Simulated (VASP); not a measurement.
# V2Bi4O11 (P1) in VASP: electric field gradients with r2SCAN

Aim: the electric field gradients of V2Bi4O11 with r2SCAN.

All numbers are computed with VASP 6.6.1; they aren't measurements. Logs are shortened: lines on timing, memory, paths and dates and some standing lists are left out, and cuts for length are marked.

## Step 1: The cell of the first run

The typed cell holds 17 atoms: a = 5.967 Å, b = 6.033 Å, c = 8.130 Å, α = 68.24°, β = 86.51°, γ = 80.35°.

## Step 2: Electric field gradients, r2SCAN

POSCAR reads:

```
V2Bi4O11
1.0
    5.9673502320      0.0000000000      0.0000000000
    1.0116302955      5.9480815077      0.0000000000
    0.4955244713      2.9724930535      7.5513167042
V Bi O
2 4 11
Direct
    0.4285400000      0.5103490000      0.0015170000
    0.9884200000      0.9468700000      0.0021240000
    0.4528350000      0.1102270000      0.6608410000
    0.9470830000      0.2571810000      0.3473520000
    0.9464000000      0.6011930000      0.6570510000
    0.4490900000      0.7695240000      0.3438770000
    0.7364770000      0.9903690000      0.4926200000
    0.2381210000      0.9858130000      0.5147410000
    0.4007930000      0.2439950000      0.0007300000
    0.0542070000      0.1757260000      0.8056190000
    0.5615920000      0.4732630000      0.1992230000
    0.7342220000      0.4795320000      0.5126450000
    0.2351630000      0.4989010000      0.4883910000
    0.1351490000      0.6567190000      0.0032280000
    0.5593310000      0.6728970000      0.8031840000
    0.0530160000      0.9787190000      0.1996060000
    0.7164610000      0.9247220000      0.0006500000
```

INCAR.step1 reads:

```
PREC = Accurate
ENCUT = 520
ISMEAR = -1
SIGMA = 0.02
LREAL = Auto
LASPH = True
NELM = 100
NBANDS = 90
GGA = PE
ALGO = Normal
EDIFF = 1E-4
LWAVE = True
LCHARG = False
KPAR = 4
```

INCAR.step2 reads:

```
PREC = Accurate
ENCUT = 520
EDIFF = 1E-8
ISMEAR = -1
SIGMA = 0.02
LREAL = Auto
LASPH = True
NELM = 100
ALGO = Normal
ISIF = 2
LWAVE = False
LCHARG = False
METAGGA = R2SCAN
LMIXTAU = True
LEFG = True
NBANDS = 90
ISTART = 1
KPAR = 4
```

KPOINTS reads:

```
Automatic mesh
0
Gamma
  4 4 3
```

Potentials or basis: VASP PAW PBE potentials, release 64 (V_sv, Bi_d, O).

Run with:

```bash
$ cat potpaw_PBE.64/V_sv/POTCAR potpaw_PBE.64/Bi_d/POTCAR potpaw_PBE.64/O/POTCAR > POTCAR
$ cp INCAR.step1 INCAR
$ mpirun -np 4 vasp_std > vasp.out
$ cp INCAR.step2 INCAR
$ mpirun -np 4 vasp_std > vasp.out
```

OUTCAR:

```text
PREC = Accurate
   ENCUT = 520
   EDIFF = 1E-8
   ISMEAR = -1
   LREAL = Auto
   LASPH = True
   NELM = 100
   ISIF = 2
   METAGGA = R2SCAN
   ISTART = 1

 ion  position               nearest neighbor table
   1  0.429  0.510  0.002-   9 1.65  11 1.76  15 1.76  14 1.83
   2  0.988  0.947  0.002-  17 1.65  10 1.76  16 1.76  14 1.82
   3  0.453  0.110  0.661-   8 2.19   7 2.30  13 2.43  15 2.44  10 2.62  12 2.87   4 3.78   4 3.84
                             6 3.85   6 3.85   5 3.85   5 3.89
   4  0.947  0.257  0.347-   7 2.16   8 2.29  16 2.39  12 2.40  11 2.57   3 3.78   5 3.81   5 3.82
                             6 3.84   3 3.84   6 3.91
   5  0.946  0.601  0.657-  12 2.16  13 2.28  10 2.39   7 2.40  15 2.58   6 3.78   4 3.81   4 3.82
                             6 3.83   3 3.85   3 3.89
   6  0.449  0.770  0.344-  13 2.18  12 2.31   8 2.41  11 2.47  16 2.61   7 2.90   5 3.78   5 3.83
                             4 3.84   3 3.85   3 3.85   4 3.91
   7  0.736  0.990  0.493-   4 2.16   3 2.30   5 2.40   6 2.90
   8  0.238  0.986  0.515-   3 2.19   4 2.29   6 2.41
   9  0.401  0.244  0.001-   1 1.65
  10  0.054  0.176  0.806-   2 1.76   5 2.39   3 2.62
  11  0.562  0.473  0.199-   1 1.76   6 2.47   4 2.57
  12  0.734  0.480  0.513-   5 2.16   6 2.31   4 2.40   3 2.87
  13  0.235  0.499  0.488-   6 2.18   5 2.28   3 2.43
  14  0.135  0.657  0.003-   2 1.82   1 1.83
  15  0.559  0.673  0.803-   1 1.76   3 2.44   5 2.58
  16  0.053  0.979  0.200-   2 1.76   4 2.39   6 2.61
  17  0.716  0.925  0.001-   2 1.65

  LATTYP: Found a triclinic cell.
 ALAT       =    17.8295111634
 B/A-ratio  =     0.5143064900
 C/A-ratio  =     0.8470589917
 COS(alpha) =     0.0011701206
 COS(beta)  =     0.4246602483
 COS(gamma) =     0.8993181283

  Lattice vectors:

 A1 = ( -13.4624365837,  -8.9236699619,   7.5513167042)
 A2 = (  -6.9789805275,  -5.9480815077,   0.0000000000)
 A3 = (  -0.0205813529,  -0.0030954007,  15.1026334084)

Analysis of symmetry for initial positions (statically):
=====================================================================
 Subroutine PRICEL returns:
 Original cell was already a primitive cell.

 Routine SETGRP: Setting up the symmetry group for a
 triclinic supercell.

 Subroutine GETGRP returns: Found  1 space group operations
 (whereof  1 operations were pure point group operations)
 out of a pool of  2 trial point group operations.

The static configuration has the point symmetry C_1 .

Analysis of symmetry for dynamics (positions and initial velocities):
=====================================================================
 Subroutine PRICEL returns:
 Original cell was already a primitive cell.

 Routine SETGRP: Setting up the symmetry group for a
 triclinic supercell.

 Subroutine GETGRP returns: Found  1 space group operations
 (whereof  1 operations were pure point group operations)
 out of a pool of  2 trial point group operations.

The dynamic configuration has the point symmetry C_1 .

 Subroutine INISYM returns: Found  1 space group operations
 (whereof  1 operations are pure point group operations),
 and found     1 'primitive' translations

----------------------------------------------------------------------------------------

                                     Primitive cell

  volume of cell :     268.0286

  direct lattice vectors                    reciprocal lattice vectors
     5.967350232  0.000000000  0.000000000     0.167578567 -0.028501216  0.000222529
     1.011630296  5.948081508  0.000000000     0.000000000  0.168121435 -0.066179160
     0.495524471  2.972493054  7.551316704     0.000000000  0.000000000  0.132427236

  length of vectors
     5.967350232  6.033495627  8.130414714     0.169985131  0.180677885  0.132427236

  position of ions in fractional coordinates (direct lattice)
     0.428540000  0.510349000  0.001517000
     0.988420000  0.946870000  0.002124000
     0.452835000  0.110227000  0.660841000
     0.947083000  0.257181000  0.347352000
     0.946400000  0.601193000  0.657051000
     0.449090000  0.769524000  0.343877000
[... 9 lines left out ...]
     0.053016000  0.978719000  0.199606000
     0.716461000  0.924722000  0.000650000

  ion indices of the primitive-cell ions
   primitive index   ion index
                 1           1
                 2           2
                 3           3
                 4           4
                 5           5
                 6           6
[... 9 lines left out ...]
                16          16
                17          17
[... 58 lines left out ...]
   dimension x,y,z NGXF=    96 NGYF=   96 NGZF=  120
   ions per type =               2   4  11
   NGX,Y,Z   is equivalent  to a cutoff of  13.37, 13.23, 12.27 a.u.
   NGXF,Y,Z  is equivalent  to a cutoff of  26.74, 26.45, 24.54 a.u.
 SYSTEM =  unknown system
   PREC   = accura    normal or accurate (medium, high low for compatibility)
   ISTART =      1    job   : 0-new  1-cont  2-samecut
   ICHARG =      0    charge: 1-file 2-atom 10-const
   ISPIN  =      1    spin polarized calculation?
   LNONCOLLINEAR =      F non collinear calculations
   LSORBIT =      F    spin-orbit coupling
   LASPH  =      T    aspherical Exc in radial PAW
   ENCUT  =  520.0 eV  38.22 Ry    6.18 a.u.  11.10 11.22 15.12*2*pi/ulx,y,z
   NELM   =    100;   NELMIN=  2; NELMDL=  0     # of ELM steps
   EDIFF  = 0.1E-07   stopping-criterion for ELM
   LREAL  =      T    real-space projection
   EDIFFG = 0.1E-06   stopping-criterion for IOM
   NSW    =      0    number of steps for IOM
   IBRION =     -1    ionic relax: 0-MD 1-quasi-New 2-CG
   NFREE  =      0    steps in history (QN), initial steepest desc. (CG)
   ISIF   =      2    stress and relaxation
   ISYM   =      2    0-nonsym 1-usesym 2-fastsym
   POTIM  = 0.5000    time-step for ionic-motion
   TEBEG  =    0.0;   TEEND  =   0.0 temperature during run
   PSTRESS=    0.0 pullay stress
   NELECT =     152.0000    total number of electrons
   NUPDOWN=      -1.0000    fix difference up-down
   EMIN   =  10.00;   EMAX   =-10.00  energy-range for DOS
   EFERMI =   0.00;   METHOD = LEGACY
   ISMEAR =    -1;   SIGMA  =   0.02  broadening in eV -4-tet -1-fermi 0-gaus
   EFERMI_NEDOS =   21; number of points for ismear=-14 and -15
   IALGO  =     38    algorithm
   IMIX   =      4    mixing-type and parameters
     AMIX     =   0.40;   BMIX     =  1.00
     AMIX_MAG =   1.60;   BMIX_MAG =  1.00
  volume/ion in A,a.u.               =      15.77       106.40
  Fermi-wavevector in a.u.,A,eV,Ry     =   1.355072  2.560714 24.983285  1.836220
  Thomas-Fermi vector in A             =   2.482190
   LORBIT       =      0    0 simple, 1 ext, 2 COOP (PROOUT), +10 PAW based schemes
   METAGGA = R2SCAN    functional components
   LHFCALC =     F    Hartree Fock is set to
   AEXX    =    0.0000 exact exchange contribution
   IVDW    =     0    specifies the selected vdW correction
   LEPSILON=     F    determine dielectric tensor
   LRPA    =     F    only Hartree local field effects (RPA)
 non-spin polarized calculation
  energy-cutoff  :      520.00
  volume of cell :      268.03
 maximum number of plane-waves:      7240
 NGX is ok and might be reduce to    48
   NGX = 23   NGY = 23   NGZ = 31

 number of electron     152.0000003 magnetization

 Free energy of the ion-electron system (eV)
  ---------------------------------------------------
  ext. energy  EPLUGINS =         0.00000000
  ---------------------------------------------------
  free energy    TOTEN  =      -358.97340964 eV

  energy without entropy =     -358.97340964  energy(sigma->0) =     -358.97340964

 E-fermi :   3.8814     XC(G=0): -10.6078

 val. band max:        3.2700014239   @ k =   0.0000   0.0000   0.0000
 cond. band min:       5.9320832992   @ k =   0.0000  -0.2500   0.3333
 fundamental gap:      2.6620818753
 Fermi energy:         3.8813662234

 k-point     1 :       0.0000    0.0000    0.0000
  band No.  band energies     occupation
      1     -63.3984      2.00000
      2     -63.3043      2.00000
      3     -36.2549      2.00000
      4     -36.1876      2.00000
      5     -36.1816      2.00000
      6     -36.1530      2.00000
[... 2173 lines left out ...]
     87       8.1297      0.00000
     88       8.3339      0.00000

 [... further k-points ...]

 [bands above 88 left out]

------------------------ aborting loop because EDIFF is reached ----------------------------------------

  FORCE on cell =-STRESS in cart. coord.  units (eV):
  Direction    XX          YY          ZZ          XY          YZ          ZX
  --------------------------------------------------------------------------------------
  -------------------------------------------------------------------------------------
  Total       -9.6488378     -9.1397493     -8.7224881     -0.7972810     -0.0238826      0.0013775
  in kB      -57.6772392    -54.6340937    -52.1398580     -4.7658555     -0.1427615      0.0082341
  external PRESSURE =     -54.8170636 kB  Pullay stress =       0.0000000 kB

 VOLUME and BASIS-vectors are now :
 -----------------------------------------------------------------------------
  energy-cutoff  :      520.00
  volume of cell :      268.03
      direct lattice vectors                 reciprocal lattice vectors
     5.967350232  0.000000000  0.000000000     0.167578567 -0.028501216  0.000222529
     1.011630296  5.948081508  0.000000000     0.000000000  0.168121435 -0.066179160
     0.495524471  2.972493054  7.551316704     0.000000000  0.000000000  0.132427236

 POSITION                                       TOTAL-FORCE (eV/Angst)
 -----------------------------------------------------------------------------------
      3.07428      3.04011      0.01146         0.000233     -0.485921      0.012656
      6.85718      5.63837      0.01604        -0.561919      0.051375     -0.013409
      3.14120      2.61998      4.99022        -0.119725     -0.190815     -0.200870
      6.08387      2.56223      2.62296        -0.177197     -0.207091      0.196856
      6.58127      5.52902      4.96160        -0.163592     -0.222726     -0.205306
      3.62875      5.59936      2.59672        -0.121378     -0.172162      0.220298
[... 9 lines left out ...]
      1.40538      6.41483      1.50729        -0.292703     -0.333734     -0.685986
      5.21117      5.50225      0.00491         1.253467      0.029392      0.009714
 -----------------------------------------------------------------------------------
    total drift:                               -0.011868     -0.028734      0.012730

  FREE ENERGIE OF THE ION-ELECTRON SYSTEM (eV)
  ---------------------------------------------------
  free  energy   TOTEN  =      -358.9734096360 eV

  energy  without entropy=     -358.9734096360  energy(sigma->0) =     -358.97340964

 Electric field gradients (V/A^2)
---------------------------------------------------------------------
 ion       V_xx      V_yy      V_zz      V_xy      V_xz      V_yz
---------------------------------------------------------------------
   1      20.795     0.708   -21.503   -34.057    -0.375    -0.315
   2     -10.645    26.277   -15.633   -24.555    -0.666     0.512
   3      16.624   -24.558     7.934   -91.376  -195.720  -254.260
   4      13.624     5.260   -18.884  -108.438   223.957   306.297
   5      16.513     6.877   -23.390  -110.541  -222.774  -309.154
   6       9.142   -10.482     1.340   -95.234   217.288   243.727
[... 9 lines left out ...]
  16     -19.078    21.799    -2.720   -21.065    29.157    13.857
  17      -0.651     6.843    -6.192     6.353     0.259     0.437
---------------------------------------------------------------------

 Electric field gradients after diagonalization (V/A^2)
 (convention: |V_zz| > |V_xx| > |V_yy|)
----------------------------------------------------------------------
 ion       V_xx      V_yy      V_zz     asymmetry (V_yy - V_xx)/ V_zz
----------------------------------------------------------------------
   1     -24.824   -21.435    46.259       0.073
   2     -22.923   -15.625    38.547       0.189
   3     280.381    89.624  -370.005       0.516
   4     326.108   113.096  -439.204       0.485
   5     325.707   116.957  -442.664       0.472
   6     282.632    95.059  -377.692       0.497
[... 9 lines left out ...]
  16      30.835    19.168   -50.002       0.233
  17      -6.208    -4.280    10.487       0.184
----------------------------------------------------------------------

           NMR quadrupolar parameters

 Cq : quadrupolar parameter    Cq=e*Q*V_zz/h
 eta: asymmetry parameters     (V_yy - V_xx)/ V_zz
 Q  : nuclear electric quadrupole moment in mb (millibarn)
----------------------------------------------------------------------
 ion       Cq(MHz)       eta       Q (mb)
----------------------------------------------------------------------
   1       0.112       0.073       1.000
   2       0.093       0.189       1.000
   3      -0.895       0.516       1.000
   4      -1.062       0.485       1.000
   5      -1.070       0.472       1.000
   6      -0.913       0.497       1.000
[... 9 lines left out ...]
  16      -0.121       0.233       1.000
  17       0.025       0.184       1.000
----------------------------------------------------------------------
```

It took 9.5 min on 4 MPI ranks of Intel Xeon 6975P-C (Granite Rapids), shared host; peak memory 0.64 GiB.

What came out:

* Free energy: -358.9734 eV
* Pressure: -5.5 GPa
* Largest force: 1.254 eV/Å
* Band gap on the k mesh: 2.66 eV (least direct gap 2.69 eV)
* Largest electric field gradient by atom: V +46.3, +38.5; Bi -370.0, -439.2, -442.7, -377.7; O -55.3, -55.9, +14.3, -50.2, -49.1, -54.7, -55.2, +36.2, -49.5, -50.0, +10.5 V/Å²

Forces on the atoms (eV/Å):
```
V    0.000 -0.486  0.013
V   -0.562  0.051 -0.013
Bi  -0.120 -0.191 -0.201
Bi  -0.177 -0.207  0.197
Bi  -0.164 -0.223 -0.205
Bi  -0.121 -0.172  0.220
O    0.144  0.190 -0.020
O    0.117  0.150 -0.037
O    0.274  1.153  0.011
O   -0.309 -0.358  0.669
O   -0.399 -0.194 -0.709
O    0.157  0.205  0.024
O    0.134  0.180  0.031
O    0.454  0.397 -0.016
O   -0.388 -0.192  0.714
O   -0.293 -0.334 -0.686
O    1.253  0.029  0.010
```

Stress tensor (GPa, compression positive):
```
-5.77 -0.48  0.00
-0.48 -5.46 -0.01
 0.00 -0.01 -5.21
```

Electric field gradients, principal values (V/Å²):
| atom | least | middle | greatest (by size) |
| --- | --- | --- | --- |
| 1 V | -21.435 | -24.824 | 46.259 |
| 2 V | -15.625 | -22.923 | 38.547 |
| 3 Bi | 89.624 | 280.381 | -370.005 |
| 4 Bi | 113.096 | 326.108 | -439.204 |
| 5 Bi | 116.957 | 325.707 | -442.664 |
| 6 Bi | 95.059 | 282.632 | -377.692 |
| 7 O | 11.344 | 43.927 | -55.271 |
| 8 O | 12.685 | 43.215 | -55.900 |
| 9 O | -3.942 | -10.329 | 14.271 |
| 10 O | 18.820 | 31.332 | -50.151 |
| 11 O | 13.172 | 35.886 | -49.058 |
| 12 O | 10.380 | 44.361 | -54.740 |
| 13 O | 9.962 | 45.221 | -55.183 |
| 14 O | -11.403 | -24.796 | 36.199 |
| 15 O | 12.620 | 36.837 | -49.456 |
| 16 O | 19.168 | 30.835 | -50.002 |
| 17 O | -4.280 | -6.208 | 10.487 |

Caveat: the cell stands under tension; without QUAD_EFG the Cq values of the log hold for a quadrupole moment of 1 mb, not for the nuclei; the PAW data sets were made with another functional, which shifts forces and pressure a little; spin-orbit coupling is left out, which moves the levels of the heavy elements.
